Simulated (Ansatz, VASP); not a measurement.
Two plane-wave programs on V

INCAR

```
SYSTEM = V
  ALGO = Normal
  EDIFF = 1E-6
  ENCUT = 520
  GGA = RE
  ISIF = 2
  ISMEAR = -1
  LASPH = .TRUE.
  LCHARG = .FALSE.
  LREAL = .FALSE.
  LWAVE = .FALSE.
  NBANDS = 12
  NELM = 100
  PREC = Accurate
  SIGMA = 0.1
```

KPOINTS

```
k-points
0
G
  14 14 14
  0 0 0
```

The input POSCAR:

```
V
1.0
    2.4958451285      0.0000000000      0.0000000000
    0.0000000000      2.4958451285      0.0000000000
    0.0000000000      0.0000000000      2.4958451285
V
1
Direct
    0.0000000000      0.0000000000      0.0000000000
```

Input for Ansatz:

```yaml
crystal:
  lattice:
    - [2.4958451285, 0.0, 0.0]
    - [0.0, 2.4958451285, 0.0]
    - [0.0, 0.0, 2.4958451285]
  atoms:
    - { symbol: V, position: [0.0, 0.0, 0.0] }
hamiltonian:
  xc: revpbe
  pseudopotentials:
    kind: paw
    azcp:
      V: "pseudopotentials/V.paw.azcp"
basis:
  ecutwfc: 420
  fft_grid_basis: typed
kpoints:
  mp_grid: { grid: [14, 14, 14], shift: [0, 0, 0] }
magnetization:
  spin_polarized: false
scf:
  occupations: { method: fermi_dirac, width: 0.1 }
  lower_state_search: "off"
output:
  stress: true
```

Alike in both runs: task single point; functional revPBE; k mesh 14 × 14 × 14; occupations fermi-dirac, width 0.1 eV; no spin polarisation.

```csv
,VASP,Ansatz
version,VASP 6.6.1,Ansatz 0.2.0
potentials or method,"VASP PAW PBE potentials, release 64 (V_sv), cutoff 520 eV","plane waves (420 eV) with PAW, scalar-relativistic"
valence electrons in the cell,13,13
```

|  | VASP | Ansatz | Ansatz less VASP |
| --- | --- | --- | --- |
| pressure (GPa) | -3.9 | -4.1 | -0.24 |

VASP's potentials were made for PBE, not for revPBE. With one functional, cell and mesh, what is left measures potentials, basis and numerics.
